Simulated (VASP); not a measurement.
# As (R-3m) in VASP: further runs

As is run at these levels: PBE; tasks: density of states, electric field gradients.

Program: VASP 6.6.1. These are calculated values, not measurements. Logs are shortened: lines on timing, memory, paths and dates and some standing lists are left out, and cuts for length are marked.

### Step 1. The cell of the first run

The structure is trigonal, space group R-3m (No. 166). Conventional cell: a = 3.759 Å, b = 3.759 Å, c = 10.457 Å, α = 90.00°, β = 90.00°, γ = 120.00°. As (site symmetry 3m) has 6 As at 2.52 to 3.10 Å within 3.3 Å.

### Step 2. Density of states, PBE

The input, POSCAR:

```
As
1.0
    1.8797494575      1.0852738553      3.4857700000
   -1.8797494575      1.0852738553      3.4857700000
    0.0000000000     -2.1705477106      3.4857700000
As
2
Direct
    0.2275400000      0.2275400000      0.2275400000
    0.7724600000      0.7724600000      0.7724600000
```

The input, INCAR.step1:

```
PREC = Accurate ; ENCUT = 520
EDIFF = 1E-6 ; ISMEAR = -1
SIGMA = 0.05 ; LREAL = F
LASPH = T ; NELM = 60
ALGO = Normal ; ISIF = 2
LWAVE = F ; LCHARG = T
GGA = PE ; NBANDS = 12
```

The input, KPOINTS.step1:

```
regular mesh
0
Gamma
  13 13 13
```

The input, INCAR.step2:

```
PREC = Accurate ; ENCUT = 520
EDIFF = 1E-6 ; ISMEAR = -5
SIGMA = 0.05 ; LREAL = F
LASPH = T ; NELM = 60
ALGO = Normal ; ISIF = 2
LWAVE = F ; LCHARG = F
GGA = PE ; LORBIT = 11
NEDOS = 1001 ; ICHARG = 11
```

The input, KPOINTS.step2:

```
regular mesh
0
Gamma
  20 20 20
```

Potentials or basis: VASP PAW PBE potentials, release 64 (As).

Launch:

```console
cat potpaw_PBE.64/As/POTCAR > POTCAR
cp INCAR.step1 INCAR
cp KPOINTS.step1 KPOINTS
mpirun -np 1 vasp_std > vasp.out
cp INCAR.step2 INCAR
cp KPOINTS.step2 KPOINTS
mpirun -np 1 vasp_std > vasp.out
```

OUTCAR:

```text
PREC = Accurate
   ENCUT = 520
   EDIFF = 1E-6
   ISMEAR = -5
   LREAL = F
   LASPH = T
   NELM = 60
   ISIF = 2
   GGA = PE
   LORBIT = 11
   ICHARG = 11

 ion  position               nearest neighbor table
   1  0.228  0.228  0.228-   2 2.52   2 2.52   2 2.52
   2  0.772  0.772  0.772-   1 2.52   1 2.52   1 2.52

  LATTYP: Found a trigonal (rhomboedric) cell.
 ALAT       =     4.1063207202
 COS(alpha) =     0.5808936906

  Lattice vectors:

 A1 = (   1.8797494575,   1.0852738553,   3.4857700000)
 A2 = (  -1.8797494575,   1.0852738553,   3.4857700000)
 A3 = (   0.0000000000,  -2.1705477106,   3.4857700000)

Analysis of symmetry for initial positions (statically):
=====================================================================
 Subroutine PRICEL returns:
 Original cell was already a primitive cell.

 Routine SETGRP: Setting up the symmetry group for a
 trigonal (rhombohedral) supercell.

 Subroutine GETGRP returns: Found 12 space group operations
 (whereof 12 operations were pure point group operations)
 out of a pool of 12 trial point group operations.

The static configuration has the point symmetry D_3d.

Analysis of symmetry for dynamics (positions and initial velocities):
=====================================================================
 Subroutine PRICEL returns:
 Original cell was already a primitive cell.

 Routine SETGRP: Setting up the symmetry group for a
 trigonal (rhombohedral) supercell.

 Subroutine GETGRP returns: Found 12 space group operations
 (whereof 12 operations were pure point group operations)
 out of a pool of 12 trial point group operations.

The dynamic configuration has the point symmetry D_3d.

 Subroutine INISYM returns: Found 12 space group operations
 (whereof 12 operations are pure point group operations),
 and found     1 'primitive' translations

----------------------------------------------------------------------------------------

                                     Primitive cell

  volume of cell :      42.6667

  direct lattice vectors                    reciprocal lattice vectors
     1.879749457  1.085273855  3.485770000     0.265992895  0.153571070  0.095626887
    -1.879749457  1.085273855  3.485770000    -0.265992895  0.153571070  0.095626887
     0.000000000 -2.170547711  3.485770000     0.000000000 -0.307142139  0.095626887

  length of vectors
     4.106320720  4.106320720  4.106320720     0.321684310  0.321684310  0.321684310

  position of ions in fractional coordinates (direct lattice)
     0.227540000  0.227540000  0.227540000
     0.772460000  0.772460000  0.772460000

  ion indices of the primitive-cell ions
   primitive index   ion index
                 1           1
                 2           2

----------------------------------------------------------------------------------------

 KPOINTS: regular mesh

Automatic generation of k-mesh.
 Grid dimensions read from file:
 generate k-points for:   20   20   20

 Generating k-lattice:

  Cartesian coordinates                     Fractional coordinates (reciprocal lattice)
     0.013299645  0.007678553  0.004781344     0.050000000 -0.000000000 -0.000000000
    -0.013299645  0.007678553  0.004781344    -0.000000000  0.050000000 -0.000000000
     0.000000000 -0.015357107  0.004781344    -0.000000000 -0.000000000  0.050000000

  Length of vectors
     0.016084215  0.016084215  0.016084215

  Shift w.r.t. Gamma in fractional coordinates (k-lattice)
     0.000000000  0.000000000  0.000000000

 TETIRR: Found   4000 inequivalent tetrahedra from    48000

 Subroutine IBZKPT returns following result:
 ===========================================

 Found    781 irreducible k-points:

 Following reciprocal coordinates:
            Coordinates               Weight
  0.000000  0.000000  0.000000      1.000000
  0.050000  0.000000  0.000000      6.000000
  0.100000  0.000000  0.000000      6.000000
  0.150000  0.000000  0.000000      6.000000
  0.200000  0.000000  0.000000      6.000000
  0.250000  0.000000  0.000000      6.000000
[... 16 lines left out ...]
 -0.400000  0.050000 -0.000000     12.000000
 -0.350000  0.050000 -0.000000     12.000000
 [... further k-points ...]
   k-points           NKPTS =    781   k-points in BZ     NKDIM =    781   number of bands    NBANDS=      9
   number of dos      NEDOS =   1001   number of ions     NIONS =      2
   total plane-waves  NPLWV =  32768
   dimension x,y,z NGX =    32 NGY =   32 NGZ =   32
   dimension x,y,z NGXF=    64 NGYF=   64 NGZF=   64
   ions per type =               2
   NGX,Y,Z   is equivalent  to a cutoff of  12.96, 12.96, 12.96 a.u.
   NGXF,Y,Z  is equivalent  to a cutoff of  25.91, 25.91, 25.91 a.u.
 SYSTEM =  unknown system
   PREC   = accura    normal or accurate (medium, high low for compatibility)
   ISTART =      0    job   : 0-new  1-cont  2-samecut
   ICHARG =     11    charge: 1-file 2-atom 10-const
   ISPIN  =      1    spin polarized calculation?
   LNONCOLLINEAR =      F non collinear calculations
   LSORBIT =      F    spin-orbit coupling
   LASPH  =      T    aspherical Exc in radial PAW
   ENCUT  =  520.0 eV  38.22 Ry    6.18 a.u.   7.64  7.64  7.64*2*pi/ulx,y,z
   NELM   =     60;   NELMIN=  2; NELMDL=  0     # of ELM steps
   EDIFF  = 0.1E-05   stopping-criterion for ELM
   LREAL  =      F    real-space projection
   EDIFFG = 0.1E-04   stopping-criterion for IOM
   NSW    =      0    number of steps for IOM
   IBRION =     -1    ionic relax: 0-MD 1-quasi-New 2-CG
   NFREE  =      0    steps in history (QN), initial steepest desc. (CG)
   ISIF   =      2    stress and relaxation
   ISYM   =      2    0-nonsym 1-usesym 2-fastsym
   POTIM  = 0.5000    time-step for ionic-motion
   TEBEG  =    0.0;   TEEND  =   0.0 temperature during run
   PSTRESS=    0.0 pullay stress
   NELECT =      10.0000    total number of electrons
   NUPDOWN=      -1.0000    fix difference up-down
   EMIN   =  10.00;   EMAX   =-10.00  energy-range for DOS
   EFERMI =   0.00;   METHOD = LEGACY
   ISMEAR =    -5;   SIGMA  =   0.05  broadening in eV -4-tet -1-fermi 0-gaus
   EFERMI_NEDOS =   21; number of points for ismear=-14 and -15
   IALGO  =     38    algorithm
   IMIX   =      4    mixing-type and parameters
     AMIX     =   0.40;   BMIX     =  1.00
     AMIX_MAG =   1.60;   BMIX_MAG =  1.00
  volume/ion in A,a.u.               =      21.33       143.96
  Fermi-wavevector in a.u.,A,eV,Ry     =   1.009358  1.907409 13.861654  1.018803
  Thomas-Fermi vector in A             =   2.142281
   LORBIT       =     11    0 simple, 1 ext, 2 COOP (PROOUT), +10 PAW based schemes
   GGA     = PE    functional components
   LHFCALC =     F    Hartree Fock is set to
   AEXX    =    0.0000 exact exchange contribution
   IVDW    =     0    specifies the selected vdW correction
   LEPSILON=     F    determine dielectric tensor
   LRPA    =     F    only Hartree local field effects (RPA)
 non-spin polarized calculation
 Fermi weights with tetrahedron method with Bloechl corrections
  energy-cutoff  :      520.00
  volume of cell :       42.67
 maximum number of plane-waves:      1162

 number of electron      10.0000000 magnetization

 Free energy of the ion-electron system (eV)
  ---------------------------------------------------
  ext. energy  EPLUGINS =         0.00000000
  ---------------------------------------------------
  free energy    TOTEN  =        -9.31441732 eV

  energy without entropy =       -9.31441732  energy(sigma->0) =       -9.31441732

 E-fermi :   5.6220     XC(G=0): -10.0141

 val. band max:        5.7334151122   @ k =  -0.4500   0.5000   0.4500
 cond. band min:       5.5816521901   @ k =   0.4000   0.1000   0.1000
 fundamental gap:     -0.1517629221
 Fermi energy:         5.6219781982

 k-point     1 :       0.0000    0.0000    0.0000
  band No.  band energies     occupation
      1      -9.5296      2.00000
      2      -0.1948      2.00000
      3       3.0244      2.00000
      4       3.5447      2.00000
      5       3.5447      2.00000
      6       7.3179      0.00000
      7       8.5207      0.00000
      8       8.5207      0.00000
      9      12.3444      0.00000

 k-point     2 :       0.0500    0.0000    0.0000
  band No.  band energies     occupation
      1      -9.4958      2.00000
      2      -0.3223      2.00000
      3       3.0506      2.00000
      4       3.5191      2.00000
      5       3.5198      2.00000
      6       7.3957      0.00000
      7       8.4404      0.00000
      8       8.4914      0.00000
      9      12.1081      0.00000

 k-point     3 :       0.1000    0.0000    0.0000
  band No.  band energies     occupation
      1      -9.3948      2.00000
      2      -0.6791      2.00000
      3       3.0656      2.00000
      4       3.4498      2.00000
      5       3.5190      2.00000
      6       7.5342      0.00000
      7       8.2495      0.00000
      8       8.3912      0.00000
      9      11.5635      0.00000

 k-point     4 :       0.1500    0.0000    0.0000
  band No.  band energies     occupation
      1      -9.2270      2.00000
      2      -1.2082      2.00000
      3       2.9911      2.00000
      4       3.3475      2.00000
      5       3.6444      2.00000
      6       7.4874      0.00000
      7       8.0656      0.00000
      8       8.2063      0.00000
      9      11.2572      0.00000
[... 205 lines left out ...]
 k-point    22 :      -0.4500    0.0500   -0.0000
  band No.  band energies     occupation
      1      -6.8490      2.00000
      2      -5.4554      2.00000
      3       2.4843      2.00000
      4       2.8407      2.00000
      5       4.7886      2.00000
      6       5.6496      0.38378
      7       5.9103      0.00000
      8       7.2109      0.00000
      9      13.7904      0.00000

 k-point    23 :      -0.4000    0.0500   -0.0000
  band No.  band energies     occupation
      1      -7.2647      2.00000
      2      -4.9333      2.00000
      3       2.4896      2.00000
      4       2.9274      2.00000
      5       4.6318      2.00000
      6       5.7421     -0.02371
      7       6.0445      0.00000
      8       7.3440      0.00000
      9      13.0516      0.00000

 k-point    24 :      -0.3500    0.0500   -0.0000
  band No.  band energies     occupation
      1      -7.7267      2.00000
      2      -4.2747      2.00000
      3       2.5271      2.00000
      4       2.9918      2.00000
      5       4.4511      2.00000
      6       5.9224      0.00000
      7       6.3086      0.00000
      8       7.5336      0.00000
      9      12.4352      0.00000

 [... further k-points ...]

------------------------ aborting loop because EDIFF is reached ----------------------------------------

  FORCE on cell =-STRESS in cart. coord.  units (eV):
  Direction    XX          YY          ZZ          XY          YZ          ZX
  --------------------------------------------------------------------------------------
  -------------------------------------------------------------------------------------
  Total        1.1506011      1.1506011      0.8497606     -0.0000000      0.0000000      0.0000000
  in kB       43.2062014     43.2062014     31.9093463     -0.0000000      0.0000000      0.0000000
  external PRESSURE =      39.4405830 kB  Pullay stress =       0.0000000 kB

 VOLUME and BASIS-vectors are now :
 -----------------------------------------------------------------------------
  energy-cutoff  :      520.00
  volume of cell :       42.67
      direct lattice vectors                 reciprocal lattice vectors
     1.879749457  1.085273855  3.485770000     0.265992895  0.153571070  0.095626887
    -1.879749457  1.085273855  3.485770000    -0.265992895  0.153571070  0.095626887
     0.000000000 -2.170547711  3.485770000     0.000000000 -0.307142139  0.095626887

 POSITION                                       TOTAL-FORCE (eV/Angst)
 -----------------------------------------------------------------------------------
      0.00000      0.00000      2.37946         0.000000     -0.000000      0.274586
      0.00000      0.00000      8.07785         0.000000      0.000000     -0.274586
 -----------------------------------------------------------------------------------
    total drift:                               -0.000000      0.000000     -0.000000

  FREE ENERGIE OF THE ION-ELECTRON SYSTEM (eV)
  ---------------------------------------------------
  free  energy   TOTEN  =        -9.3144173159 eV

  energy  without entropy=       -9.3144173159  energy(sigma->0) =       -9.31441732

 total charge

# of ion       s       p       d       tot
------------------------------------------
    1        1.301   1.359   0.050   2.710
    2        1.301   1.359   0.050   2.710
--------------------------------------------------
tot          2.602   2.719   0.100   5.420
```

Run time: 2.4 min. Hardware: 1 thread of Intel Xeon 6975P-C, shared host; peak memory 0.41 GiB.

What came out:

* Valence electrons inside the program's atomic spheres: As 2.71

Caveat: tetrahedron occupations give inexact forces and stress in metals.

(Part 1 of 2 ends here.)
